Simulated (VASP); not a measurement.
Wanted: the native input for a VASP 6.6.1 run.

```
Task                   : single point
Functional             : r2SCAN
Potentials or basis    : VASP PAW PBE potentials, release 64 (Sn_d, O)
Cutoff                 : 520 eV
k mesh                 : 7 × 7 × 6
Occupations            : fermi-dirac, width 0.05 eV
Spin                   : no spin polarisation
Dipole correction      : no
Further INCAR settings : ALGO = Normal; EDIFF = 1e-06; NBANDS = 28
```

The system is SnO.

```xyz
4
Lattice="3.8137 0.0000 0.0000 0.0000 3.8137 0.0000 0.0000 0.0000 4.8869" Properties=species:S:1:pos:R:3 pbc="T T T"
Sn    1.9068    0.0000    3.7367
Sn    0.0000    1.9068    1.1503
O     0.0000    0.0000    0.0000
O     1.9068    1.9068    0.0000
```

The input as run:

POSCAR

```
SnO
1.0
    3.8136952200      0.0000000000      0.0000000000
    0.0000000000      3.8136952200      0.0000000000
    0.0000000000      0.0000000000      4.8869133000
Sn O
2 2
Direct
    0.5000000000      0.0000000000      0.7646261400
    0.0000000000      0.5000000000      0.2353738600
    0.0000000000      0.0000000000      0.0000000000
    0.5000000000      0.5000000000      0.0000000000
```

INCAR.step1

```
SYSTEM = SnO
  ALGO = Normal
  EDIFF = 1E-4
  ENCUT = 520
  GGA = PE
  ISMEAR = -1
  LASPH = .TRUE.
  LCHARG = .FALSE.
  LREAL = .FALSE.
  LWAVE = .TRUE.
  NBANDS = 28
  NELM = 80
  PREC = Accurate
  SIGMA = 0.05
```

INCAR.step2

```
SYSTEM = SnO
  ALGO = Normal
  EDIFF = 1E-6
  ENCUT = 520
  ISIF = 2
  ISMEAR = -1
  ISTART = 1
  LASPH = .TRUE.
  LCHARG = .FALSE.
  LMIXTAU = .TRUE.
  LREAL = .FALSE.
  LWAVE = .FALSE.
  METAGGA = R2SCAN
  NBANDS = 28
  NELM = 80
  PREC = Accurate
  SIGMA = 0.05
```

KPOINTS

```
k-points
0
G
  7 7 6
  0 0 0
```

Potentials or basis: VASP PAW PBE potentials, release 64 (Sn_d, O).

Run with:

```bash
$ cat potpaw_PBE.64/Sn_d/POTCAR potpaw_PBE.64/O/POTCAR > POTCAR
$ cp INCAR.step1 INCAR
$ mpirun -np 1 vasp_std > vasp.out
$ cp INCAR.step2 INCAR
$ mpirun -np 1 vasp_std > vasp.out
```

Results of the run:

* Pressure: 0.1 GPa
* Largest force: 0.015 eV/Å
* Band gap on the k mesh: 0.51 eV (least direct gap 2.37 eV)

Caveat: semilocal functionals underestimate gaps, and a narrow one can read as zero; the PAW data sets were made with another functional, which shifts forces and pressure a little; spin-orbit coupling is left out, which moves the levels of the heavy elements.

Run time: 2.9 min on 1 thread of Intel(R) Xeon(R) Platinum 8259CL CPU @ 2.50GHz (Skylake/Cascade Lake) (shared host), peak memory 0.21 GiB.
